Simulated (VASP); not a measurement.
# SnO (Pm-3m) in VASP: further runs

The runs below take SnO through single point, with PBE-based screened hybrid, HSE06.

All numbers are computed with VASP 6.6.1; they aren't measurements. Logs are shortened: lines on timing, memory, paths and dates and some standing lists are left out, and cuts for length are marked.

## (1) The cell of the first run

It takes space group Pm-3m (No. 221, cubic). Conventional cell: a = 3.132 Å, b = 3.132 Å, c = 3.132 Å, α = 90.00°, β = 90.00°, γ = 90.00°. Sn (site symmetry m-3m) has 8 O at 2.71 Å and 6 Sn at 3.13 Å within 3.6 Å. O (site symmetry m-3m) has 8 Sn at 2.71 Å and 6 O at 3.13 Å within 3.6 Å.

## (2) Single point, PBE-based screened hybrid

Contents of POSCAR:

```
SnO
1.0
    3.1319300000      0.0000000000      0.0000000000
    0.0000000000      3.1319300000      0.0000000000
    0.0000000000      0.0000000000      3.1319300000
Sn O
1 1
Direct
    0.0000000000      0.0000000000      0.0000000000
    0.5000000000      0.5000000000      0.5000000000
```

Contents of INCAR.step1:

```
ALGO = Normal ; EDIFF = 1E-5
ENCUT = 520 ; GGA = PE
ISIF = 2 ; ISMEAR = -1
LASPH = T ; LCHARG = F
LREAL = F ; LWAVE = T
NBANDS = 17 ; NELM = 80
PREC = Accurate ; SIGMA = 0.05
```

Contents of INCAR.step2:

```
AEXX = 0.3 ; ALGO = Normal
EDIFF = 1E-6 ; ENCUT = 520
GGA = PE ; HFSCREEN = 0.2
ISIF = 2 ; ISMEAR = -1
ISTART = 1 ; LASPH = T
LCHARG = F ; LHFCALC = T
LREAL = F ; LWAVE = F
NBANDS = 17 ; NELM = 80
PREC = Accurate ; PRECFOCK = Normal
SIGMA = 0.05
```

Contents of KPOINTS:

```
k-points
0
Gamma
  5 5 5
```

Potentials or basis: VASP PAW PBE potentials, release 64 (Sn_d, O).

Launch:

```sh
$ cat potpaw_PBE.64/Sn_d/POTCAR potpaw_PBE.64/O/POTCAR > POTCAR
$ cp INCAR.step1 INCAR
$ mpirun -np 1 vasp_std > vasp.out
$ cp INCAR.step2 INCAR
$ mpirun -np 1 vasp_std > vasp.out
```

OUTCAR:

```text
AEXX = 0.3
   EDIFF = 1E-6
   ENCUT = 520
   GGA = PE
   HFSCREEN = 0.2
   ISIF = 2
   ISMEAR = -1
   ISTART = 1
   LASPH = T
   LHFCALC = T
   LREAL = F
   NELM = 80
   PREC = Accurate
   PRECFOCK = Normal

 ion  position               nearest neighbor table
   1  0.000  0.000  0.000-   2 2.71   2 2.71   2 2.71   2 2.71   2 2.71   2 2.71   2 2.71   2 2.71

   2  0.500  0.500  0.500-   1 2.71   1 2.71   1 2.71   1 2.71   1 2.71   1 2.71   1 2.71   1 2.71

  LATTYP: Found a simple cubic cell.
 ALAT       =     3.1319300000

  Lattice vectors:

 A1 = (   3.1319300000,   0.0000000000,   0.0000000000)
 A2 = (   0.0000000000,   3.1319300000,   0.0000000000)
 A3 = (   0.0000000000,   0.0000000000,   3.1319300000)

Analysis of symmetry for initial positions (statically):
=====================================================================
 Subroutine PRICEL returns:
 Original cell was already a primitive cell.

 Routine SETGRP: Setting up the symmetry group for a
 simple cubic supercell.

 Subroutine GETGRP returns: Found 48 space group operations
 (whereof 48 operations were pure point group operations)
 out of a pool of 48 trial point group operations.

The static configuration has the point symmetry O_h .

Analysis of symmetry for dynamics (positions and initial velocities):
=====================================================================
 Subroutine PRICEL returns:
 Original cell was already a primitive cell.

 Routine SETGRP: Setting up the symmetry group for a
 simple cubic supercell.

 Subroutine GETGRP returns: Found 48 space group operations
 (whereof 48 operations were pure point group operations)
 out of a pool of 48 trial point group operations.

The dynamic configuration has the point symmetry O_h .

 Subroutine INISYM returns: Found 48 space group operations
 (whereof 48 operations are pure point group operations),
 and found     1 'primitive' translations

----------------------------------------------------------------------------------------

                                     Primitive cell

  volume of cell :      30.7211

  direct lattice vectors                    reciprocal lattice vectors
     3.131930000  0.000000000  0.000000000     0.319291938  0.000000000  0.000000000
     0.000000000  3.131930000  0.000000000     0.000000000  0.319291938  0.000000000
     0.000000000  0.000000000  3.131930000     0.000000000  0.000000000  0.319291938

  length of vectors
     3.131930000  3.131930000  3.131930000     0.319291938  0.319291938  0.319291938

  position of ions in fractional coordinates (direct lattice)
     0.000000000  0.000000000  0.000000000
     0.500000000  0.500000000  0.500000000

  ion indices of the primitive-cell ions
   primitive index   ion index
                 1           1
                 2           2

----------------------------------------------------------------------------------------

 KPOINTS: k-points

Automatic generation of k-mesh.
 Grid dimensions read from file:
 generate k-points for:    5    5    5

 Generating k-lattice:

  Cartesian coordinates                     Fractional coordinates (reciprocal lattice)
     0.063858388  0.000000000  0.000000000     0.200000000  0.000000000  0.000000000
     0.000000000  0.063858388  0.000000000     0.000000000  0.200000000  0.000000000
     0.000000000  0.000000000  0.063858388     0.000000000  0.000000000  0.200000000

  Length of vectors
     0.063858388  0.063858388  0.063858388

  Shift w.r.t. Gamma in fractional coordinates (k-lattice)
     0.000000000  0.000000000  0.000000000

 Subroutine IBZKPT returns following result:
 ===========================================

 Found     10 irreducible k-points:

 Following reciprocal coordinates:
            Coordinates               Weight
  0.000000  0.000000  0.000000      1.000000
  0.200000  0.000000  0.000000      6.000000
  0.400000  0.000000  0.000000      6.000000
  0.200000  0.200000  0.000000     12.000000
  0.400000  0.200000  0.000000     24.000000
  0.400000  0.400000  0.000000     12.000000
  0.200000  0.200000  0.200000      8.000000
  0.400000  0.200000  0.200000     24.000000
  0.400000  0.400000  0.200000     24.000000
  0.400000  0.400000  0.400000      8.000000
   k-points           NKPTS =     10   k-points in BZ     NKDIM =    125   number of bands    NBANDS=     17
   number of dos      NEDOS =    301   number of ions     NIONS =      2
   total plane-waves  NPLWV =  13824
   dimension x,y,z NGX =    24 NGY =   24 NGZ =   24
   dimension x,y,z NGXF=    48 NGYF=   48 NGZF=   48
   ions per type =               1   1
   NGX,Y,Z   is equivalent  to a cutoff of  12.74, 12.74, 12.74 a.u.
   NGXF,Y,Z  is equivalent  to a cutoff of  25.48, 25.48, 25.48 a.u.
 SYSTEM =  unknown system
   PREC   = accura    normal or accurate (medium, high low for compatibility)
   ISTART =      1    job   : 0-new  1-cont  2-samecut
   ICHARG =      0    charge: 1-file 2-atom 10-const
   ISPIN  =      1    spin polarized calculation?
   LNONCOLLINEAR =      F non collinear calculations
   LSORBIT =      F    spin-orbit coupling
   LASPH  =      T    aspherical Exc in radial PAW
   ENCUT  =  520.0 eV  38.22 Ry    6.18 a.u.   5.82  5.82  5.82*2*pi/ulx,y,z
   NELM   =     80;   NELMIN=  2; NELMDL=  0     # of ELM steps
   EDIFF  = 0.1E-05   stopping-criterion for ELM
   LREAL  =      F    real-space projection
   EDIFFG = 0.1E-04   stopping-criterion for IOM
   NSW    =      0    number of steps for IOM
   IBRION =     -1    ionic relax: 0-MD 1-quasi-New 2-CG
   NFREE  =      0    steps in history (QN), initial steepest desc. (CG)
   ISIF   =      2    stress and relaxation
   ISYM   =      3    0-nonsym 1-usesym 2-fastsym
   POTIM  = 0.5000    time-step for ionic-motion
   TEBEG  =    0.0;   TEEND  =   0.0 temperature during run
   PSTRESS=    0.0 pullay stress
   NELECT =      20.0000    total number of electrons
   NUPDOWN=      -1.0000    fix difference up-down
   EMIN   =  10.00;   EMAX   =-10.00  energy-range for DOS
   EFERMI =   0.00;   METHOD = LEGACY
   ISMEAR =    -1;   SIGMA  =   0.05  broadening in eV -4-tet -1-fermi 0-gaus
   EFERMI_NEDOS =   21; number of points for ismear=-14 and -15
   IALGO  =     38    algorithm
   IMIX   =      1    mixing-type and parameters
     AMIX     =   0.40;   BMIX     =  1.00
     AMIX_MAG =   1.60;   BMIX_MAG =  1.00
  volume/ion in A,a.u.               =      15.36       103.66
  Fermi-wavevector in a.u.,A,eV,Ry     =   1.418860  2.681256 27.390743  2.013163
  Thomas-Fermi vector in A             =   2.539941
   LORBIT       =      0    0 simple, 1 ext, 2 COOP (PROOUT), +10 PAW based schemes
   GGA     = PE    functional components
   LHFCALC =     T    Hartree Fock is set to
   PRECFOCK=normal    Normal, Fast or Accurate (Low or Medium for compatibility)
   ENCUT4O =  -1.0   cutoff for four orbital integrals eV
   NKREDX  =     1    reduce k-point grid by
   NKREDY  =     1    reduce k-point grid by
   NKREDZ  =     1    reduce k-point grid by
   AEXX    =    0.3000 exact exchange contribution
   HFSCREEN=    0.2000 screening length (either q_TF or 0.3 A-1)
   HFSCREENC=   0.2000 screening length for correlation (either q_TF or 0.3 A-1)
   ENCUTFOCK=  -1.0 apply spherical cutoff to Coloumb kernel
   IVDW    =     0    specifies the selected vdW correction
   LEPSILON=     F    determine dielectric tensor
   LRPA    =     F    only Hartree local field effects (RPA)
 non-spin polarized calculation
  energy-cutoff  :      520.00
  volume of cell :       30.72
 maximum number of plane-waves:       835
 NGX is ok and might be reduce to    24
  NGX = 18; NGY = 18; NGZ = 18

 number of electron      19.9999986 magnetization

 Free energy of the ion-electron system (eV)
  ---------------------------------------------------
  ext. energy  EPLUGINS =         0.00000000
  ---------------------------------------------------
  free energy    TOTEN  =       -12.59841532 eV

  energy without entropy =      -12.59841532  energy(sigma->0) =      -12.59841532

 E-fermi :   8.0103     XC(G=0):  -8.8393

 val. band max:        6.9405871529   @ k =   0.4000   0.2000   0.0000
 cond. band min:       9.0606489853   @ k =   0.4000   0.4000   0.4000
 fundamental gap:      2.1200618324
 Fermi energy:         8.0102639781

 k-point     1 :       0.0000    0.0000    0.0000
  band No.  band energies     occupation
      1     -16.7599      2.00000
      2     -16.7599      2.00000
      3     -16.4162      2.00000
      4     -16.4162      2.00000
      5     -16.4162      2.00000
      6     -12.8851      2.00000
[... 9 lines left out ...]
     16      28.0261      0.00000
     17      28.7400      0.00000

 k-point     2 :       0.2000    0.0000    0.0000
  band No.  band energies     occupation
      1     -16.7545      2.00000
      2     -16.6724      2.00000
      3     -16.4475      2.00000
      4     -16.4475      2.00000
      5     -16.4137      2.00000
      6     -12.6629      2.00000
[... 9 lines left out ...]
     16      25.0620      0.00000
     17      27.0975      0.00000

 k-point     3 :       0.4000    0.0000    0.0000
  band No.  band energies     occupation
      1     -16.7458      2.00000
      2     -16.5308      2.00000
      3     -16.4975      2.00000
      4     -16.4975      2.00000
      5     -16.4095      2.00000
      6     -12.2608      2.00000
[... 9 lines left out ...]
     16      24.6887      0.00000
     17      26.6098      0.00000

 k-point     4 :       0.2000    0.2000    0.0000
  band No.  band energies     occupation
      1     -16.7096      2.00000
      2     -16.6221      2.00000
      3     -16.4938      2.00000
      4     -16.4461      2.00000
      5     -16.4415      2.00000
      6     -12.4423      2.00000
[... 9 lines left out ...]
     16      23.1467      0.00000
     17      25.8973      0.00000
[... 63 lines left out ...]
      1     -16.6098      2.00000
      2     -16.5696      2.00000
      3     -16.5321      2.00000
      4     -16.4760      2.00000
      5     -16.4633      2.00000
      6     -11.8982      2.00000
[... 9 lines left out ...]
     16      24.6360      0.00000
     17      25.4819      0.00000

 k-point     9 :       0.4000    0.4000    0.2000
  band No.  band energies     occupation
      1     -16.6432      2.00000
      2     -16.5364      2.00000
      3     -16.5269      2.00000
      4     -16.5238      2.00000
      5     -16.3793      2.00000
      6     -11.6370      2.00000
[... 9 lines left out ...]
     16      22.4015      0.00000
     17      27.8034      0.00000

 k-point    10 :       0.4000    0.4000    0.4000
  band No.  band energies     occupation
      1     -16.6089      2.00000
      2     -16.5894      2.00000
      3     -16.5894      2.00000
      4     -16.3754      2.00000
      5     -16.3754      2.00000
      6     -11.5268      2.00000
[... 9 lines left out ...]
     16      21.4978      0.00000
     17      30.0728      0.00000

------------------------ aborting loop because EDIFF is reached ----------------------------------------

  FORCE on cell =-STRESS in cart. coord.  units (eV):
  Direction    XX          YY          ZZ          XY          YZ          ZX
  --------------------------------------------------------------------------------------
  -------------------------------------------------------------------------------------
  Total       -0.8472227     -0.8472227     -0.8472227      0.0000000      0.0000000     -0.0000000
  in kB      -44.1847123    -44.1847123    -44.1847123      0.0000000      0.0000000     -0.0000000
  external PRESSURE =     -44.1847123 kB  Pullay stress =       0.0000000 kB

 VOLUME and BASIS-vectors are now :
 -----------------------------------------------------------------------------
  energy-cutoff  :      520.00
  volume of cell :       30.72
      direct lattice vectors                 reciprocal lattice vectors
     3.131930000  0.000000000  0.000000000     0.319291938  0.000000000  0.000000000
     0.000000000  3.131930000  0.000000000     0.000000000  0.319291938  0.000000000
     0.000000000  0.000000000  3.131930000     0.000000000  0.000000000  0.319291938

 POSITION                                       TOTAL-FORCE (eV/Angst)
 -----------------------------------------------------------------------------------
      0.00000      0.00000      0.00000         0.000000      0.000000      0.000000
      1.56597      1.56597      1.56597         0.000000      0.000000      0.000000
 -----------------------------------------------------------------------------------
    total drift:                               -0.000000      0.000000      0.000000

  FREE ENERGIE OF THE ION-ELECTRON SYSTEM (eV)
  ---------------------------------------------------
  free  energy   TOTEN  =       -12.5984153218 eV

  energy  without entropy=      -12.5984153213  energy(sigma->0) =      -12.59841532
```

It took 14 min on 1 thread of AMD EPYC 7R13, shared host; peak memory 0.22 GiB.

What came out:

```
Free energy            : -12.5984 eV
Pressure               : -4.4 GPa
Band gap on the k mesh : 2.12 eV, indirect (least direct gap 2.60 eV)
```

Levels at points of the mesh, in eV from the valence-band top:
```
           k point  band 7  band 8  band 9  band 10  band 11  band 12  band 13  band 14
(0.00, 0.00, 0.00)   -7.65   -2.50   -2.50    -2.50     9.70     9.70    10.06    10.06
```

Caveat: the PAW data sets were made with another functional, which shifts forces and pressure a little; spin-orbit coupling is left out, which moves the levels of the heavy elements. A k mesh can miss the band edges.

## (3) Single point, HSE06

This run uses another cell than the first one, of 14.82 Å³/atom, 0.965 times its volume.

Contents of POSCAR:

```
SnO
1.0
    3.0945339425      0.0000000000      0.0000000000
    0.0000000000      3.0945339425      0.0000000000
    0.0000000000      0.0000000000      3.0945339425
Sn O
1 1
Direct
    0.0000000000      0.0000000000      0.0000000000
    0.5000000000      0.5000000000      0.5000000000
```

Contents of INCAR.step1:

```
SYSTEM = SnO
  PREC = Accurate
  ENCUT = 520
  EDIFF = 1E-5
  ISMEAR = -1
  SIGMA = 0.05
  LREAL = .FALSE.
  LASPH = .TRUE.
  NELM = 120
  ALGO = Normal
  ISIF = 2
  LWAVE = .TRUE.
  NBANDS = 17
  GGA = PE
  GGA_COMPAT = .FALSE.
```

Contents of INCAR.step2:

```
SYSTEM = SnO
  PREC = Accurate
  ENCUT = 520
  EDIFF = 1E-6
  ISMEAR = -1
  SIGMA = 0.05
  LREAL = .FALSE.
  LASPH = .TRUE.
  NELM = 120
  ALGO = Normal
  ISIF = 2
  LWAVE = .FALSE.
  LCHARG = .TRUE.
  GGA = PE
  LHFCALC = .TRUE.
  HFSCREEN = 0.2079
  PRECFOCK = Normal
  LELF = .TRUE.
  LVHAR = .TRUE.
  NBANDS = 17
  ISTART = 1
  GGA_COMPAT = .FALSE.
```

Contents of KPOINTS:

```
Automatic mesh
0
G
  5 5 5
  0 0 0
```

Potentials or basis: VASP PAW PBE potentials, release 64 (Sn_d, O).

Launch:

```sh
$ cat potpaw_PBE.64/Sn_d/POTCAR potpaw_PBE.64/O/POTCAR > POTCAR
$ cp INCAR.step1 INCAR
$ mpirun -np 1 vasp_std > vasp.out
$ cp INCAR.step2 INCAR
$ mpirun -np 1 vasp_std > vasp.out
```

Wall time 5.2 min (1 thread of Intel Xeon 6975P-C (Granite Rapids), shared host); peak memory 0.24 GiB.

The run converged. Its results:

```
Free energy            : -12.1006 eV
Pressure               : 0.1 GPa
Band gap on the k mesh : 1.90 eV, indirect (least direct gap 2.47 eV)
```

Levels at points of the mesh, in eV from the valence-band top:
```
           k point  band 8  band 9  band 10  band 11  band 12  band 13
(0.00, 0.00, 0.00)   -2.61   -2.61    -2.61     9.51     9.51    10.04
```

Caveat: the PAW data sets were made with another functional, which shifts forces and pressure a little; spin-orbit coupling is left out, which moves the levels of the heavy elements. A k mesh can miss the band edges.

## (4) Single point, HSE06

Contents of POSCAR:

```
SnO
1.0
    3.1319300000      0.0000000000      0.0000000000
    0.0000000000      3.1319300000      0.0000000000
    0.0000000000      0.0000000000      3.1319300000
Sn O
1 1
Direct
    0.0000000000      0.0000000000      0.0000000000
    0.5000000000      0.5000000000      0.5000000000
```

Contents of INCAR.step1:

```
PREC     = Accurate       # precision mode
ENCUT    = 520            # plane-wave cutoff, eV
EDIFF    = 1E-5           # SCF threshold, eV
ISMEAR   = -1             # smearing method
SIGMA    = 0.05           # smearing width, eV
LREAL    = False          # projectors in reciprocal space
LASPH    = True           # aspherical terms in the spheres
NELM     = 120            # most SCF steps
ALGO     = Normal         # electronic algorithm
ISIF     = 2              # what is computed and relaxed
LWAVE    = True           # write WAVECAR
LCHARG   = False          # write CHGCAR
NBANDS   = 17             # bands
GGA      = PE             # functional
GGA_COMPAT= False
```

Contents of INCAR.step2:

```
PREC     = Accurate       # precision mode
ENCUT    = 520            # plane-wave cutoff, eV
EDIFF    = 1E-6           # SCF threshold, eV
ISMEAR   = -1             # smearing method
SIGMA    = 0.05           # smearing width, eV
LREAL    = False          # projectors in reciprocal space
LASPH    = True           # aspherical terms in the spheres
NELM     = 120            # most SCF steps
ALGO     = Normal         # electronic algorithm
ISIF     = 2              # what is computed and relaxed
LWAVE    = False          # write WAVECAR
LCHARG   = False          # write CHGCAR
GGA      = PE             # functional
LHFCALC  = True           # exact exchange
HFSCREEN = 0.2079         # screening, 1/A
PRECFOCK = Normal       
NBANDS   = 17             # bands
ISTART   = 1            
GGA_COMPAT= False
```

Contents of KPOINTS:

```
Automatic mesh
0
Gamma
  5 5 5
```

Launch:

```sh
$ cat potpaw_PBE.64/Sn_d/POTCAR potpaw_PBE.64/O/POTCAR > POTCAR
$ cp INCAR.step1 INCAR
$ mpirun -np 1 vasp_std > vasp.out
$ cp INCAR.step2 INCAR
$ mpirun -np 1 vasp_std > vasp.out
```

Wall time 5.2 min (1 thread of Intel Xeon 6975P-C (Granite Rapids), shared host); peak memory 0.25 GiB.

Results (log left out):

* Free energy: -12.0890 eV
* Pressure: -3.7 GPa
* Band gap on the k mesh: 1.96 eV, indirect (least direct gap 2.44 eV)

Levels at points of the mesh, in eV from the valence-band top:
```tsv
k point	band 6	band 7	band 8	band 9	band 10	band 11	band 12	band 13	band 14	band 15
(0.00, 0.00, 0.00)	-19.41	-7.54	-2.40	-2.40	-2.40	9.48	9.48	9.76	9.76	9.76
```

Caveat: the PAW data sets were made with another functional, which shifts forces and pressure a little; spin-orbit coupling is left out, which moves the levels of the heavy elements.

## (5) The runs side by side

| level | cell | share of exact exchange | screening parameter | gap on the mesh (eV) | pressure (GPa) |
| --- | --- | --- | --- | --- | --- |
| PBE-based screened hybrid | a = 3.132 Å, 2 atoms | 0.3 | 0.2 1/Å | 2.12 | -4.4 |
| HSE06 | a = 3.095 Å, 2 atoms | - | 0.2079 1/Å | 1.90 | 0.1 |
| HSE06 | a = 3.132 Å, 2 atoms | - | 0.2079 1/Å | 1.96 | -3.7 |

Alike in all rows: task single point; potentials or basis VASP PAW PBE potentials, release 64 (Sn_d, O); no spin polarisation; k mesh 5 × 5 × 5; cutoff (eV) 520; smearing fermi-dirac 0.05 eV.

Caveats: the PAW data sets were made with another functional, which shifts forces and pressure a little; spin-orbit coupling is left out, which moves the levels of the heavy elements.

Absolute energies hang on the potentials; compare differences alone.
